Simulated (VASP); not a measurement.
# Sc4Si (P-1) in VASP: single point with PBE

Aim: the single point of Sc4Si with PBE.

All numbers are computed with VASP 6.6.1; they aren't measurements. Logs are shortened: lines on timing, memory, paths and dates and some standing lists are left out, and cuts for length are marked.

## (1) The cell of the first run

The typed cell holds 10 atoms: a = 5.664 Å, b = 5.697 Å, c = 8.059 Å, α = 75.05°, β = 74.82°, γ = 62.01°.

The cell was generated, and may not be a known phase.

## (2) Single point, PBE

The input, INCAR:

```
SYSTEM = Sc4Si
  ALGO = Fast
  EDIFF = 1E-6
  ENCUT = 520
  GGA = PE
  ISIF = 2
  ISMEAR = 0
  LASPH = .True.
  LCHARG = .True.
  LELF = .True.
  LREAL = .False.
  LVHAR = .True.
  LWAVE = .False.
  NBANDS = 59
  NELM = 60
  PREC = Accurate
  SIGMA = 0.1
```

The input, KPOINTS:

```
k-points
0
Gamma
  4 4 2
  0 0 0
```

The input, POSCAR:

```
Sc4Si
1.0
    5.6639289000      0.0000000000      0.0000000000
    2.6740636000      5.0303707000      0.0000000000
    2.1098739000      1.2321311000      7.6793811000
Sc Si
8 2
Direct
    0.8365430000      0.3236000000      0.5009570000
    0.1022800000      0.0916040000      0.1211940000
    0.4478510000      0.9550720000      0.6989150000
    0.5948340000      0.5839850000      0.1327800000
    0.5521490000      0.0449280000      0.3010850000
    0.4051660000      0.4160150000      0.8672200000
    0.1634570000      0.6764000000      0.4990430000
    0.8977200000      0.9083960000      0.8788060000
    0.9239250000      0.4242150000      0.7997010000
    0.0760750000      0.5757850000      0.2002990000
```

Potentials or basis: VASP PAW PBE potentials, release 64 (Sc_sv, Si).

On the command line:

```bash
> cat potpaw_PBE.64/Sc_sv/POTCAR potpaw_PBE.64/Si/POTCAR > POTCAR
> mpirun -np 1 vasp_std > vasp.out
```

OUTCAR:

```text
SYSTEM = Sc4Si
   EDIFF = 1E-6
   ENCUT = 520
   GGA = PE
   ISIF = 2
   ISMEAR = 0
   LASPH = .True.
   LREAL = .False.
   NELM = 60
   PREC = Accurate

 ion  position               nearest neighbor table
   1  0.837  0.324  0.501-   9 2.82  10 2.84   7 3.26   6 3.28   4 3.29   7 3.31   8 3.32   2 3.34
                             7 3.38
   2  0.102  0.092  0.121-   9 2.89  10 2.91  10 2.92   4 2.93   4 2.93   8 3.10   6 3.12   5 3.12
                             5 3.18   7 3.32   1 3.34
   3  0.448  0.955  0.699-   9 3.00   9 3.05   5 3.06   6 3.12   8 3.12   6 3.14   8 3.18
   4  0.595  0.584  0.133-  10 2.87  10 2.89   9 2.92   2 2.93   2 2.93   5 3.12   8 3.12   5 3.14
                             6 3.14   7 3.28   1 3.29
   5  0.552  0.045  0.301-  10 3.00  10 3.05   3 3.06   4 3.12   2 3.12   4 3.14   2 3.18
   6  0.405  0.416  0.867-   9 2.87   9 2.89  10 2.92   8 2.93   8 2.93   3 3.12   2 3.12   3 3.14
                             4 3.14   1 3.28   7 3.29
   7  0.163  0.676  0.499-  10 2.82   9 2.84   1 3.26   4 3.28   6 3.29   1 3.31   2 3.32   8 3.34
                             1 3.38
   8  0.898  0.908  0.879-  10 2.89   9 2.91   9 2.92   6 2.93   6 2.93   2 3.10   4 3.12   3 3.12
                             3 3.18   1 3.32   7 3.34
   9  0.924  0.424  0.800-   1 2.82   7 2.84   6 2.87   2 2.89   6 2.89   8 2.91   8 2.92   4 2.92
                             3 3.00   3 3.05
  10  0.076  0.576  0.200-   7 2.82   1 2.84   4 2.87   8 2.89   4 2.89   2 2.91   2 2.92   6 2.92
                             5 3.00   5 3.05

  Warning from LATTYP: Got some problem with cell dimensions!
  Tried to take original basis but could not verify dimensions!
  LATTYP: Found a triclinic cell.
 ALAT       =     9.7379026648
 B/A-ratio  =     1.4787212477
 C/A-ratio  =     1.8884280649
 COS(alpha) =     0.0012360804
 COS(beta)  =     0.5275608670
 COS(gamma) =     0.8459204700

  Lattice vectors:

 A1 = (   8.3379925000,   5.0303707000,   0.0000000000)
 A2 = (  10.4478664000,   6.2625018000,   7.6793811000)
 A3 = (   9.7821736000,   2.5661085000, -15.3587622000)

Analysis of symmetry for initial positions (statically):
=====================================================================
 Subroutine PRICEL returns:
 Original cell was already a primitive cell.

 Routine SETGRP: Setting up the symmetry group for a
 triclinic supercell.

 Subroutine GETGRP returns: Found  2 space group operations
 (whereof  2 operations were pure point group operations)
 out of a pool of  2 trial point group operations.

The static configuration has the point symmetry S_2 .

Analysis of symmetry for dynamics (positions and initial velocities):
=====================================================================
 Subroutine PRICEL returns:
 Original cell was already a primitive cell.

 Routine SETGRP: Setting up the symmetry group for a
 triclinic supercell.

 Subroutine GETGRP returns: Found  2 space group operations
 (whereof  2 operations were pure point group operations)
 out of a pool of  2 trial point group operations.

The dynamic configuration has the point symmetry S_2 .

 Subroutine INISYM returns: Found  2 space group operations
 (whereof  2 operations are pure point group operations),
 and found     1 'primitive' translations

----------------------------------------------------------------------------------------

                                     Primitive cell

  volume of cell :     218.7983

  direct lattice vectors                    reciprocal lattice vectors
     5.663928900  0.000000000  0.000000000     0.176555889 -0.093854251 -0.033449300
     2.674063600  5.030370700  0.000000000     0.000000000  0.198792506 -0.031895595
     2.109873900  1.232131100  7.679381100     0.000000000  0.000000000  0.130218827

  length of vectors
     5.663928900  5.696950545  8.058697724     0.202730012  0.201335018  0.130218827

  position of ions in fractional coordinates (direct lattice)
     0.836543000  0.323600000  0.500957000
     0.102280000  0.091604000  0.121194000
     0.447851000  0.955072000  0.698915000
     0.594834000  0.583985000  0.132780000
     0.552149000  0.044928000  0.301085000
     0.405166000  0.416015000  0.867220000
     0.163457000  0.676400000  0.499043000
     0.897720000  0.908396000  0.878806000
     0.923925000  0.424215000  0.799701000
     0.076075000  0.575785000  0.200299000

  ion indices of the primitive-cell ions
   primitive index   ion index
                 1           1
                 2           2
                 3           3
                 4           4
                 5           5
                 6           6
                 7           7
                 8           8
                 9           9
                10          10

----------------------------------------------------------------------------------------

 KPOINTS: k-points

Automatic generation of k-mesh.
 Grid dimensions read from file:
 generate k-points for:    4    4    2

 Generating k-lattice:

  Cartesian coordinates                     Fractional coordinates (reciprocal lattice)
     0.044138972 -0.023463563 -0.008362325     0.250000000 -0.000000000 -0.000000000
     0.000000000  0.049698127 -0.007973899     0.000000000  0.250000000  0.000000000
     0.000000000  0.000000000  0.065109414     0.000000000  0.000000000  0.500000000

  Length of vectors
     0.050682503  0.050333755  0.065109414

  Shift w.r.t. Gamma in fractional coordinates (k-lattice)
     0.000000000  0.000000000  0.000000000

 Subroutine IBZKPT returns following result:
 ===========================================

 Found     20 irreducible k-points:

 Following reciprocal coordinates:
            Coordinates               Weight
  0.000000  0.000000  0.000000      1.000000
  0.250000 -0.000000  0.000000      2.000000
  0.500000 -0.000000  0.000000      1.000000
  0.000000  0.250000  0.000000      2.000000
  0.250000  0.250000  0.000000      2.000000
  0.500000  0.250000  0.000000      2.000000
[... 12 lines left out ...]
  0.250000  0.500000  0.500000      2.000000
  0.500000  0.500000  0.500000      1.000000
   k-points           NKPTS =     20   k-points in BZ     NKDIM =     20   number of bands    NBANDS=     59
   number of dos      NEDOS =    301   number of ions     NIONS =     10
   total plane-waves  NPLWV = 105840
   dimension x,y,z NGX =    42 NGY =   42 NGZ =   60
   dimension x,y,z NGXF=    84 NGYF=   84 NGZF=  120
   ions per type =               8   2
   NGX,Y,Z   is equivalent  to a cutoff of  12.33, 12.26, 12.38 a.u.
   NGXF,Y,Z  is equivalent  to a cutoff of  24.66, 24.51, 24.76 a.u.
 SYSTEM =  Sc4Si
   PREC   = accura    normal or accurate (medium, high low for compatibility)
   ISTART =      0    job   : 0-new  1-cont  2-samecut
   ICHARG =      2    charge: 1-file 2-atom 10-const
   ISPIN  =      1    spin polarized calculation?
   LNONCOLLINEAR =      F non collinear calculations
   LSORBIT =      F    spin-orbit coupling
   LASPH  =      T    aspherical Exc in radial PAW
   ENCUT  =  520.0 eV  38.22 Ry    6.18 a.u.  10.53 10.59 14.98*2*pi/ulx,y,z
   NELM   =     60;   NELMIN=  2; NELMDL= -5     # of ELM steps
   EDIFF  = 0.1E-05   stopping-criterion for ELM
   LREAL  =      F    real-space projection
   EDIFFG = 0.1E-04   stopping-criterion for IOM
   NSW    =      0    number of steps for IOM
   IBRION =     -1    ionic relax: 0-MD 1-quasi-New 2-CG
   NFREE  =      0    steps in history (QN), initial steepest desc. (CG)
   ISIF   =      2    stress and relaxation
   ISYM   =      2    0-nonsym 1-usesym 2-fastsym
   POTIM  = 0.5000    time-step for ionic-motion
   TEBEG  =    0.0;   TEEND  =   0.0 temperature during run
   PSTRESS=    0.0 pullay stress
   NELECT =      96.0000    total number of electrons
   NUPDOWN=      -1.0000    fix difference up-down
   EMIN   =  10.00;   EMAX   =-10.00  energy-range for DOS
   EFERMI =   0.00;   METHOD = LEGACY
   ISMEAR =     0;   SIGMA  =   0.10  broadening in eV -4-tet -1-fermi 0-gaus
   EFERMI_NEDOS =   21; number of points for ismear=-14 and -15
   IALGO  =     68    algorithm
   IMIX   =      4    mixing-type and parameters
     AMIX     =   0.40;   BMIX     =  1.00
     AMIX_MAG =   1.60;   BMIX_MAG =  1.00
  volume/ion in A,a.u.               =      21.88       147.65
  Fermi-wavevector in a.u.,A,eV,Ry     =   1.243991  2.350802 21.055201  1.547514
  Thomas-Fermi vector in A             =   2.378277
   LORBIT       =      0    0 simple, 1 ext, 2 COOP (PROOUT), +10 PAW based schemes
   GGA     = PE    functional components
   LHFCALC =     F    Hartree Fock is set to
   AEXX    =    0.0000 exact exchange contribution
   IVDW    =     0    specifies the selected vdW correction
   LEPSILON=     F    determine dielectric tensor
   LRPA    =     F    only Hartree local field effects (RPA)
 non-spin polarized calculation
 RMM-DIIS sequential band-by-band and
 Gauss-broadening in eV      SIGMA  =   0.10
  energy-cutoff  :      520.00
  volume of cell :      218.80
 maximum number of plane-waves:      5914
   NGX = 21   NGY = 21   NGZ = 29

 number of electron      96.0000001 magnetization

 Free energy of the ion-electron system (eV)
  ---------------------------------------------------
  ext. energy  EPLUGINS =         0.00000000
  ---------------------------------------------------
  free energy    TOTEN  =       -64.24529837 eV

  energy without entropy =      -64.18724829  energy(sigma->0) =      -64.21627333

 E-fermi :   4.5681     XC(G=0): -10.1738

 val. band max:        4.5460873322   @ k =   0.0000   0.0000   0.5000
 cond. band min:       4.5703078329   @ k =   0.2500   0.5000   0.5000
 fundamental gap:      0.0242205007
 Fermi energy:         4.5680887470

 k-point     1 :       0.0000    0.0000    0.0000
  band No.  band energies     occupation
      1     -44.9323      2.00000
      2     -44.9127      2.00000
      3     -44.9038      2.00000
      4     -44.8930      2.00000
      5     -44.7593      2.00000
      6     -44.7257      2.00000
[... 51 lines left out ...]
     58       5.9793      0.00000
     59       6.5483      0.00000

 k-point     2 :       0.2500   -0.0000    0.0000
  band No.  band energies     occupation
      1     -44.9288      2.00000
      2     -44.9124      2.00000
      3     -44.9032      2.00000
      4     -44.8957      2.00000
      5     -44.7489      2.00000
      6     -44.7181      2.00000
[... 51 lines left out ...]
     58       6.0565      0.00000
     59       6.3508      0.00000

 k-point     3 :       0.5000   -0.0000    0.0000
  band No.  band energies     occupation
      1     -44.9249      2.00000
      2     -44.9117      2.00000
      3     -44.9026      2.00000
      4     -44.8993      2.00000
      5     -44.7275      2.00000
      6     -44.7164      2.00000
[... 990 lines left out ...]
      5     -44.7417      2.00000
      6     -44.7284      2.00000
[... 51 lines left out ...]
     58       5.8977      0.00000
     59       6.4574      0.00000

 k-point    20 :       0.5000    0.5000    0.5000
  band No.  band energies     occupation
      1     -44.9230      2.00000
      2     -44.9100      2.00000
      3     -44.9016      2.00000
      4     -44.9015      2.00000
      5     -44.7461      2.00000
      6     -44.7448      2.00000
[... 51 lines left out ...]
     58       6.4272      0.00000
     59       6.7772      0.00000

------------------------ aborting loop because EDIFF is reached ----------------------------------------

  FORCE on cell =-STRESS in cart. coord.  units (eV):
  Direction    XX          YY          ZZ          XY          YZ          ZX
  --------------------------------------------------------------------------------------
  -------------------------------------------------------------------------------------
  Total        0.1211258      0.1777643     -0.0194172     -0.0361408     -0.0447491     -0.1089451
  in kB        0.8869580      1.3017006     -0.1421845     -0.2646455     -0.3276811     -0.7977637
  external PRESSURE =       0.6821581 kB  Pullay stress =       0.0000000 kB

 VOLUME and BASIS-vectors are now :
 -----------------------------------------------------------------------------
  energy-cutoff  :      520.00
  volume of cell :      218.80
      direct lattice vectors                 reciprocal lattice vectors
     5.663928900  0.000000000  0.000000000     0.176555889 -0.093854251 -0.033449300
     2.674063600  5.030370700  0.000000000     0.000000000  0.198792506 -0.031895595
     2.109873900  1.232131100  7.679381100     0.000000000  0.000000000  0.130218827

 POSITION                                       TOTAL-FORCE (eV/Angst)
 -----------------------------------------------------------------------------------
      6.66040      2.24507      3.84704         0.018614      0.010763      0.012720
      1.07997      0.61013      0.93069        -0.017106      0.031275     -0.019629
      6.56514      5.66552      5.36723         0.010701      0.006133     -0.004086
      5.21086      3.10126      1.01967         0.020076     -0.020122     -0.022436
      3.88272      0.59698      2.31215        -0.010701     -0.006133      0.004086
      5.23701      3.16124      6.65971        -0.020076      0.020122      0.022436
      3.78746      4.01743      3.83234        -0.018614     -0.010763     -0.012720
      9.36790      5.65237      6.74869         0.017106     -0.031275      0.019629
      8.05469      3.11930      6.14121        -0.005171     -0.009501      0.012391
      2.39317      3.14321      1.53817         0.005171      0.009501     -0.012391
 -----------------------------------------------------------------------------------
    total drift:                                0.000000     -0.000000     -0.000000

  FREE ENERGIE OF THE ION-ELECTRON SYSTEM (eV)
  ---------------------------------------------------
  free  energy   TOTEN  =       -64.2452983677 eV

  energy  without entropy=      -64.1872482872  energy(sigma->0) =      -64.21627333
```

It took 10 min on 1 thread of Intel Xeon Platinum 8259CL at 2.50GHz (Skylake/Cascade Lake), shared host; peak memory 0.42 GiB.

Results:

* Free energy: -64.2453 eV
* Pressure: 0.1 GPa
* Largest force: 0.041 eV/Å
* Band gap on the k mesh: zero (bands 48 and 49 overlap by 0.27 eV)

Forces in eV/Å, atoms in the order of the input:
```
Sc   0.019  0.011  0.013
Sc  -0.017  0.031 -0.020
Sc   0.011  0.006 -0.004
Sc   0.020 -0.020 -0.022
Sc  -0.011 -0.006  0.004
Sc  -0.020  0.020  0.022
Sc  -0.019 -0.011 -0.013
Sc   0.017 -0.031  0.020
Si  -0.005 -0.010  0.012
Si   0.005  0.010 -0.012
```

Caveat: the k points lie up to 0.41 Å⁻¹ apart.

The gap in the log of VASP goes by the Fermi energy; the results here count the filled bands.